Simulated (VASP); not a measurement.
Set up this calculation in VASP 6.6.1, as the native input.

```yaml
Task: single point
Functional: PBE
Potentials_or_basis: VASP PAW PBE potentials, release 64 (Si, C)
Cutoff: 520 eV
k_mesh: 12 × 12 × 12
Occupations: gaussian, width 0.05 eV
Spin: no spin polarisation
Dipole_correction: no
Further_INCAR_settings: ALGO = Normal; EDIFF = 1e-06; NBANDS = 11
```

The structure of SiC lies in POSCAR:

```
SiC
1.0
    0.0000000000      2.1898640927      2.1898640927
    2.1898640927      0.0000000000      2.1898640927
    2.1898640927      2.1898640927      0.0000000000
Si C
1 1
Direct
    0.0000000000      0.0000000000      0.0000000000
    0.7500000000      0.7500000000      0.7500000000
```

One way to write it, as run:

INCAR

```
SYSTEM = SiC
PREC = Accurate
ENCUT = 520
EDIFF = 1E-6
ISMEAR = 0
SIGMA = 0.05
LREAL = .FALSE.
LASPH = .TRUE.
NELM = 60
ALGO = Normal
ISIF = 2
LWAVE = .FALSE.
LCHARG = .FALSE.
GGA = PE
NBANDS = 11
```

KPOINTS

```
regular mesh
0
G
  12 12 12
  0 0 0
```

Potentials or basis: VASP PAW PBE potentials, release 64 (Si, C).

Launch:

```bash
$ cat potpaw_PBE.64/Si/POTCAR potpaw_PBE.64/C/POTCAR > POTCAR
$ mpirun -np 1 vasp_std > vasp.out
```

It gave:

- Pressure: 0.0 GPa
- Band gap on the k mesh: 1.37 eV, indirect (least direct gap 4.53 eV)

Run time: 12 s on 1 thread of Intel(R) Xeon(R) Platinum 8375C CPU @ 2.90GHz (Ice Lake), with other jobs on the host, peak memory 0.14 GiB.
